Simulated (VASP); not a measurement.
# S: single point with PBE

The system is S.

```
S
1.0
     0.00000    2.83312    2.83312
     2.83312    0.00000    2.83312
     2.83312    2.83312    0.00000
S
1
Cartesian
  4.2497 4.2497 4.2497
```

```yaml
Program: VASP 6.6.1
Task: single point
Functional: PBE
Potentials_or_basis: VASP PAW PBE potentials, release 64 (S)
Cutoff: 520 eV
k_mesh: 10 × 10 × 10
Occupations: gaussian, width 0.1 eV
Spin: collinear spin
Starting_moments: "[1.0] μB"
```

```
Pressure                                              : -3.1 GPa
Band gap on the k mesh                                : zero (filled and empty bands overlap)
Net moment                                            : 2.00 μB per cell
Site moments                                          : S +1.22 μB
Valence electrons inside the program's atomic spheres : S 3.46
```

Levels at points of the mesh, in eV from the Fermi level:
Spin up:
| k point | band 1 | band 2 | band 3 | band 4 | band 5 | band 6 | band 7 | band 8 |
| --- | --- | --- | --- | --- | --- | --- | --- | --- |
| (0.00, 0.00, 0.00) | -12.27 | -0.75 | -0.75 | -0.75 | 5.55 | 10.43 | 10.43 | 10.43 |
| (0.50, 0.00, 0.00) | -11.90 | -2.61 | -0.96 | -0.96 | 7.22 | 10.10 | 10.10 | 10.31 |
| (0.50, 0.50, 0.00) | -11.78 | -2.43 | -1.37 | -1.37 | 6.71 | 7.72 | 11.82 | 14.22 |
Spin down:
| k point | band 1 | band 2 | band 3 | band 4 | band 5 |
| --- | --- | --- | --- | --- | --- |
| (0.00, 0.00, 0.00) | -10.34 | 1.21 | 1.21 | 1.21 | 6.19 |
| (0.50, 0.00, 0.00) | -9.90 | -1.02 | 0.98 | 0.98 | 7.98 |
| (0.50, 0.50, 0.00) | -9.76 | -0.80 | 0.49 | 0.49 | 7.47 |

Run time: 50 s on 1 thread of Intel(R) Xeon(R) Platinum 8259CL CPU @ 2.50GHz (Skylake/Cascade Lake) (shared host), peak memory 0.19 GiB.
